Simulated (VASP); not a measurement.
# Ga2O3 (P1) in VASP: notebook

Ga2O3 is run at these levels: PBEsol; tasks: single point.

Everything below comes from runs of VASP 6.6.1. Logs are shortened: lines on timing, memory, paths and dates and some standing lists are left out, and cuts for length are marked.

### 1 The cell of the first run

The typed cell holds 10 atoms: a = 5.035 Å, b = 5.104 Å, c = 5.377 Å, α = 61.27°, β = 89.66°, γ = 58.43°.

### 2 Single point, PBEsol

The input, INCAR:

```
SYSTEM = Ga2O3
PREC = Accurate
ENCUT = 520
EDIFF = 1E-7
ISMEAR = -1
SIGMA = 0.05
LREAL = .FALSE.
LASPH = .TRUE.
NELM = 60
ALGO = Normal
ISIF = 2
LWAVE = .FALSE.
LCHARG = .FALSE.
GGA = PS
NBANDS = 55
```

The input, KPOINTS:

```
regular mesh
0
G
  4 4 3
  0 0 0
```

The input, POSCAR:

```
Ga2O3
1.0
    2.4394070000      4.4047590000     -0.0406480000
   -2.5088970000      4.4448790000      0.0348020000
   -2.5535400000      1.4919630000      4.4909710000
Ga O
4 6
Direct
    0.3309602116      0.3244647425      0.0452407394
    0.1719830299      0.6982848017      0.4253287448
    0.6818139971      0.6257626583      0.9784842929
    0.8912972971      0.2665710866      0.5922485907
    0.5642109856      0.1876442026      0.7446115004
    0.2677434811      0.8095257335      0.7346137667
    0.9617074100      0.5011236412      0.7397781856
    0.4854104305      0.8011068593      0.2457165371
    0.7563750821      0.1613728934      0.2858931921
    0.0652270535      0.5094831743      0.2633506909
```

Potentials or basis: VASP PAW PBE potentials, release 64 (Ga_d, O).

Started as:

```console
$ cat potpaw_PBE.64/Ga_d/POTCAR potpaw_PBE.64/O/POTCAR > POTCAR
$ mpirun -np 1 vasp_std > vasp.out
```

OUTCAR:

```text
SYSTEM = Ga2O3
   PREC = Accurate
   ENCUT = 520
   EDIFF = 1E-7
   ISMEAR = -1
   LREAL = .FALSE.
   LASPH = .TRUE.
   NELM = 60
   ISIF = 2
   GGA = PS

 ion  position               nearest neighbor table
   1  0.331  0.324  0.045-  10 1.94   7 1.96   8 1.99   9 2.02   6 2.06   5 2.16   3 2.72   2 2.78
                             3 2.81
   2  0.172  0.698  0.425-  10 1.83   9 1.91   5 2.00   8 2.02   7 2.11   6 2.13   1 2.78
   3  0.682  0.626  0.978-   6 1.94   9 1.95   7 1.97   8 2.03  10 2.09   5 2.22   1 2.72   4 2.75
                             1 2.81
   4  0.891  0.267  0.592-   6 1.81   7 1.88   5 1.98   8 2.10  10 2.11   9 2.17   3 2.75
   5  0.564  0.188  0.745-   4 1.98   2 2.00   1 2.16   3 2.22
   6  0.268  0.810  0.735-   4 1.81   3 1.94   1 2.06   2 2.13
   7  0.962  0.501  0.740-   4 1.88   1 1.96   3 1.97   2 2.11
   8  0.485  0.801  0.246-   1 1.99   2 2.02   3 2.03   4 2.10
   9  0.756  0.161  0.286-   2 1.91   3 1.95   1 2.02   4 2.17
  10  0.065  0.509  0.263-   2 1.83   1 1.94   3 2.09   4 2.11

  LATTYP: Found a triclinic cell.
 ALAT       =     8.7640464404
 B/A-ratio  =     0.5745407075
 C/A-ratio  =     0.6135634578
 COS(alpha) =     0.0059116274
 COS(beta)  =     0.3403791455
 COS(gamma) =     0.8477663022

  Lattice vectors:

 A1 = (   4.8341710000,   5.8566020000,   4.3748730000)
 A2 = (   2.4394070000,   4.4047590000,  -0.0406480000)
 A3 = (  -2.5535400000,   1.4919630000,   4.4909710000)

Analysis of symmetry for initial positions (statically):
=====================================================================
 Subroutine PRICEL returns:
 Original cell was already a primitive cell.

 Routine SETGRP: Setting up the symmetry group for a
 triclinic supercell.

 Subroutine GETGRP returns: Found  1 space group operations
 (whereof  1 operations were pure point group operations)
 out of a pool of  2 trial point group operations.

The static configuration has the point symmetry C_1 .

Analysis of symmetry for dynamics (positions and initial velocities):
=====================================================================
 Subroutine PRICEL returns:
 Original cell was already a primitive cell.

 Routine SETGRP: Setting up the symmetry group for a
 triclinic supercell.

 Subroutine GETGRP returns: Found  1 space group operations
 (whereof  1 operations were pure point group operations)
 out of a pool of  2 trial point group operations.

The dynamic configuration has the point symmetry C_1 .

 Subroutine INISYM returns: Found  1 space group operations
 (whereof  1 operations are pure point group operations),
 and found     1 'primitive' translations

----------------------------------------------------------------------------------------

                                     Primitive cell

  volume of cell :      97.4978

  direct lattice vectors                    reciprocal lattice vectors
     2.439407000  4.404759000 -0.040648000     0.204208694  0.114654021  0.078022216
    -2.508897000  4.444879000  0.034802000    -0.203515251  0.111300042 -0.152693010
    -2.553540000  1.491963000  4.490971000     0.003425409  0.000175239  0.224558446

  length of vectors
     5.035301443  5.104186974  5.377298639     0.246848539  0.277707241  0.224584638

  position of ions in fractional coordinates (direct lattice)
     0.330960212  0.324464742  0.045240739
     0.171983030  0.698284802  0.425328745
     0.681813997  0.625762658  0.978484293
     0.891297297  0.266571087  0.592248591
     0.564210986  0.187644203  0.744611500
     0.267743481  0.809525734  0.734613767
     0.961707410  0.501123641  0.739778186
     0.485410430  0.801106859  0.245716537
     0.756375082  0.161372893  0.285893192
     0.065227054  0.509483174  0.263350691

  ion indices of the primitive-cell ions
   primitive index   ion index
                 1           1
                 2           2
                 3           3
                 4           4
                 5           5
                 6           6
                 7           7
                 8           8
                 9           9
                10          10

----------------------------------------------------------------------------------------

 KPOINTS: regular mesh

Automatic generation of k-mesh.
 Grid dimensions read from file:
 generate k-points for:    4    4    3

 Generating k-lattice:

  Cartesian coordinates                     Fractional coordinates (reciprocal lattice)
     0.051052173  0.028663505  0.019505554     0.250000000  0.000000000  0.000000000
    -0.050878813  0.027825011 -0.038173252    -0.000000000  0.250000000  0.000000000
     0.001141803  0.000058413  0.074852815     0.000000000  0.000000000  0.333333333

  Length of vectors
     0.061712135  0.069426810  0.074861546

  Shift w.r.t. Gamma in fractional coordinates (k-lattice)
     0.000000000  0.000000000  0.000000000

 Subroutine IBZKPT returns following result:
 ===========================================

 Found     26 irreducible k-points:

 Following reciprocal coordinates:
            Coordinates               Weight
  0.000000  0.000000  0.000000      1.000000
  0.250000  0.000000  0.000000      2.000000
  0.500000  0.000000  0.000000      1.000000
  0.000000  0.250000  0.000000      2.000000
  0.250000  0.250000  0.000000      2.000000
  0.500000  0.250000  0.000000      2.000000
[... 16 lines left out ...]
 -0.000000 -0.250000  0.333333      2.000000
  0.250000 -0.250000  0.333333      2.000000
 [... further k-points ...]
   k-points           NKPTS =     26   k-points in BZ     NKDIM =     26   number of bands    NBANDS=     55
   number of dos      NEDOS =    301   number of ions     NIONS =     10
   total plane-waves  NPLWV =  64000
   dimension x,y,z NGX =    40 NGY =   40 NGZ =   40
   dimension x,y,z NGXF=    80 NGYF=   80 NGZF=   80
   ions per type =               4   6
   NGX,Y,Z   is equivalent  to a cutoff of  13.21, 13.03, 12.37 a.u.
   NGXF,Y,Z  is equivalent  to a cutoff of  26.41, 26.06, 24.73 a.u.
 SYSTEM =  Ga2O3
   PREC   = accura    normal or accurate (medium, high low for compatibility)
   ISTART =      0    job   : 0-new  1-cont  2-samecut
   ICHARG =      2    charge: 1-file 2-atom 10-const
   ISPIN  =      1    spin polarized calculation?
   LNONCOLLINEAR =      F non collinear calculations
   LSORBIT =      F    spin-orbit coupling
   LASPH  =      T    aspherical Exc in radial PAW
   ENCUT  =  520.0 eV  38.22 Ry    6.18 a.u.   9.36  9.49 10.00*2*pi/ulx,y,z
   NELM   =     60;   NELMIN=  2; NELMDL= -5     # of ELM steps
   EDIFF  = 0.1E-06   stopping-criterion for ELM
   LREAL  =      F    real-space projection
   EDIFFG = 0.1E-05   stopping-criterion for IOM
   NSW    =      0    number of steps for IOM
   IBRION =     -1    ionic relax: 0-MD 1-quasi-New 2-CG
   NFREE  =      0    steps in history (QN), initial steepest desc. (CG)
   ISIF   =      2    stress and relaxation
   ISYM   =      2    0-nonsym 1-usesym 2-fastsym
   POTIM  = 0.5000    time-step for ionic-motion
   TEBEG  =    0.0;   TEEND  =   0.0 temperature during run
   PSTRESS=    0.0 pullay stress
   NELECT =      88.0000    total number of electrons
   NUPDOWN=      -1.0000    fix difference up-down
   EMIN   =  10.00;   EMAX   =-10.00  energy-range for DOS
   EFERMI =   0.00;   METHOD = LEGACY
   ISMEAR =    -1;   SIGMA  =   0.05  broadening in eV -4-tet -1-fermi 0-gaus
   EFERMI_NEDOS =   21; number of points for ismear=-14 and -15
   IALGO  =     38    algorithm
   IMIX   =      4    mixing-type and parameters
     AMIX     =   0.40;   BMIX     =  1.00
     AMIX_MAG =   1.60;   BMIX_MAG =  1.00
  volume/ion in A,a.u.               =       9.75        65.79
  Fermi-wavevector in a.u.,A,eV,Ry     =   1.582113  2.989760 34.056483  2.503081
  Thomas-Fermi vector in A             =   2.682085
   LORBIT       =      0    0 simple, 1 ext, 2 COOP (PROOUT), +10 PAW based schemes
   GGA     = PS    functional components
   LHFCALC =     F    Hartree Fock is set to
   AEXX    =    0.0000 exact exchange contribution
   IVDW    =     0    specifies the selected vdW correction
   LEPSILON=     F    determine dielectric tensor
   LRPA    =     F    only Hartree local field effects (RPA)
 non-spin polarized calculation
  energy-cutoff  :      520.00
  volume of cell :       97.50
 maximum number of plane-waves:      2642
 NGX is ok and might be reduce to    40
   NGX = 19   NGY = 19   NGZ = 19

 number of electron      88.0000005 magnetization

 Free energy of the ion-electron system (eV)
  ---------------------------------------------------
  ext. energy  EPLUGINS =         0.00000000
  ---------------------------------------------------
  free energy    TOTEN  =       -62.45534442 eV

  energy without entropy =      -62.45534442  energy(sigma->0) =      -62.45534442

 E-fermi :   5.7617     XC(G=0): -12.4138

 val. band max:        4.5906779447   @ k =   0.2500   0.0000   0.0000
 cond. band min:       6.7474916217   @ k =   0.0000   0.0000   0.0000
 fundamental gap:      2.1568136770
 Fermi energy:         5.7617329812

 k-point     1 :       0.0000    0.0000    0.0000
  band No.  band energies     occupation
      1     -14.7272      2.00000
      2     -13.1017      2.00000
      3     -12.9228      2.00000
      4     -12.7690      2.00000
      5     -12.2624      2.00000
      6     -11.7049      2.00000
[... 47 lines left out ...]
     54      15.7006      0.00000
     55      16.7779      0.00000

 k-point     2 :       0.2500    0.0000    0.0000
  band No.  band energies     occupation
      1     -14.4581      2.00000
      2     -13.1893      2.00000
      3     -12.9520      2.00000
      4     -12.8939      2.00000
      5     -12.3688      2.00000
      6     -11.7410      2.00000
[... 47 lines left out ...]
     54      15.8825      0.00000
     55      16.4120      0.00000
[... 1216 lines left out ...]
     54      16.3578      0.00000
     55      16.4877      0.00000

 k-point    24 :       0.2500   -0.2500    0.3333
  band No.  band energies     occupation
      1     -13.8636      2.00000
      2     -13.5611      2.00000
      3     -13.0826      2.00000
      4     -12.8726      2.00000
      5     -12.4518      2.00000
      6     -11.9330      2.00000
[... 47 lines left out ...]
     54      15.9407      0.00000
     55      16.5380      0.00000

 [... further k-points ...]

------------------------ aborting loop because EDIFF is reached ----------------------------------------

  FORCE on cell =-STRESS in cart. coord.  units (eV):
  Direction    XX          YY          ZZ          XY          YZ          ZX
  --------------------------------------------------------------------------------------
  -------------------------------------------------------------------------------------
  Total        1.9193598     -0.4167410      2.9076675      1.6059447      2.2371729      1.4675947
  in kB       31.5407597     -6.8482878     47.7815785     26.3904225     36.7633681     24.1169214
  external PRESSURE =      24.1580168 kB  Pullay stress =       0.0000000 kB

 VOLUME and BASIS-vectors are now :
 -----------------------------------------------------------------------------
  energy-cutoff  :      520.00
  volume of cell :       97.50
      direct lattice vectors                 reciprocal lattice vectors
     2.439407000  4.404759000 -0.040648000     0.204208694  0.114654021  0.078022216
    -2.508897000  4.444879000  0.034802000    -0.203515251  0.111300042 -0.152693010
    -2.553540000  1.491963000  4.490971000     0.003425409  0.000175239  0.224558446

 POSITION                                       TOTAL-FORCE (eV/Angst)
 -----------------------------------------------------------------------------------
     -0.12223      2.96750      0.20101         2.104034      0.124179      0.926008
     -2.41848      4.49591      1.92745         0.206054      1.145637      0.307565
     -2.40535      7.24453      4.38841        -1.709417      1.463950     -1.257323
     -0.00689      5.99444      2.63282        -1.495345     -0.861899     -0.387796
     -0.99583      4.43020      3.32762        -0.082579      0.954839      0.324736
     -3.25375      5.87361      3.31642         1.190223     -0.354012      1.237126
     -0.80033      7.56724      3.30067        -0.994867     -0.210941      1.640134
     -1.45323      6.06554      1.11166        -0.942194     -1.525052      0.228303
      0.71020      4.47547      1.25881        -0.023304      0.901846     -1.500565
     -1.79160      2.94481      1.19778         1.747395     -1.638548     -1.518187
 -----------------------------------------------------------------------------------
    total drift:                                0.000513     -0.000484     -0.000175

  FREE ENERGIE OF THE ION-ELECTRON SYSTEM (eV)
  ---------------------------------------------------
  free  energy   TOTEN  =       -62.4553444220 eV

  energy  without entropy=      -62.4553444219  energy(sigma->0) =      -62.45534442
```

Run time: 1.8 min. Hardware: 1 thread of Intel Xeon 6975P-C (Granite Rapids), shared host; peak memory 0.28 GiB.

What came out:

```
Free energy            : -62.4553 eV
Pressure               : 2.4 GPa
Largest force          : 2.836 eV/Å
Band gap on the k mesh : 2.16 eV (least direct gap 2.22 eV)
```

Forces on the atoms (eV/Å):
```
Ga   2.104  0.124  0.926
Ga   0.206  1.146  0.308
Ga  -1.709  1.464 -1.257
Ga  -1.495 -0.862 -0.388
O   -0.083  0.955  0.325
O    1.190 -0.354  1.237
O   -0.995 -0.211  1.640
O   -0.942 -1.525  0.228
O   -0.023  0.902 -1.501
O    1.747 -1.639 -1.518
```

Stress tensor (GPa, compression positive):
```
 3.15  2.64  2.41
 2.64 -0.68  3.68
 2.41  3.68  4.78
```

Levels at points of the mesh, in eV from the valence-band top:
```
           k point  band 41  band 42  band 43  band 44  band 45  band 46  band 47  band 48
(0.00, 0.00, 0.00)    -0.49    -0.43    -0.28    -0.06     2.16     6.21     6.30     7.81
(0.50, 0.00, 0.00)    -1.05    -0.90    -0.46    -0.08     5.45     5.88     5.91     6.14
(0.00, 0.50, 0.00)    -1.15    -0.94    -0.47    -0.12     5.64     6.15     6.95     7.04
(0.50, 0.50, 0.00)    -1.36    -1.04    -0.39    -0.06     5.26     5.80     6.05     6.58
```

Caveat: the k points lie up to 0.47 Å⁻¹ apart; the PAW data sets were made with another functional, which shifts forces and pressure a little; an odd mesh through Γ misses points on the zone boundary, where band edges can lie.

(Continued in part 2 of 2.)
